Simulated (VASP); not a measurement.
A run of VASP 6.6.1 is set up as follows.

File POSCAR:

```
SnSe
1.0
    0.0000000000      3.0100000000      3.0100000000
    3.0100000000      0.0000000000      3.0100000000
    3.0100000000      3.0100000000      0.0000000000
Sn Se
1 1
Direct
    0.0000000000      0.0000000000      0.0000000000
    0.5000000000      0.5000000000      0.5000000000
```

The input INCAR.step1:

```
SYSTEM = SnSe
PREC = Accurate ; ENCUT = 520
EDIFF = 1E-5 ; ISMEAR = -1
SIGMA = 0.05 ; LREAL = .False.
LASPH = .True. ; NELM = 60
ALGO = Normal ; ISIF = 2
LWAVE = .True. ; GGA = PE
NBANDS = 17
```

Contents of INCAR.step2:

```
SYSTEM = SnSe
PREC = Accurate ; ENCUT = 520
EDIFF = 1E-7 ; ISMEAR = -1
SIGMA = 0.05 ; LREAL = .False.
LASPH = .True. ; NELM = 60
ALGO = Normal ; ISIF = 2
LWAVE = .False. ; LCHARG = .True.
GGA = PE ; LHFCALC = .True.
AEXX = 0.25 ; HFSCREEN = 0.4
PRECFOCK = Normal ; LELF = .True.
LVHAR = .True. ; ISTART = 1
NBANDS = 17
```

KPOINTS

```
Automatic mesh
0
Gamma
  4 4 4
  0 0 0
```

Potentials or basis: VASP PAW PBE potentials, release 64 (Sn_d, Se).

Run with:

```console
$ cat potpaw_PBE.64/Sn_d/POTCAR potpaw_PBE.64/Se/POTCAR > POTCAR
$ cp INCAR.step1 INCAR
$ mpirun -np 1 vasp_std > vasp.out
$ cp INCAR.step2 INCAR
$ mpirun -np 1 vasp_std > vasp.out
```

(1) Predict the band gap on the k mesh.

(2) What does it give for the pressure?

Answers

(1) 0.51 eV, direct.

(2) -1.6 GPa.

Caveat: the k points lie up to 0.45 Å⁻¹ apart; the PAW data sets were made with another functional, which shifts forces and pressure a little; spin-orbit coupling is left out, which moves the levels of the heavy elements.
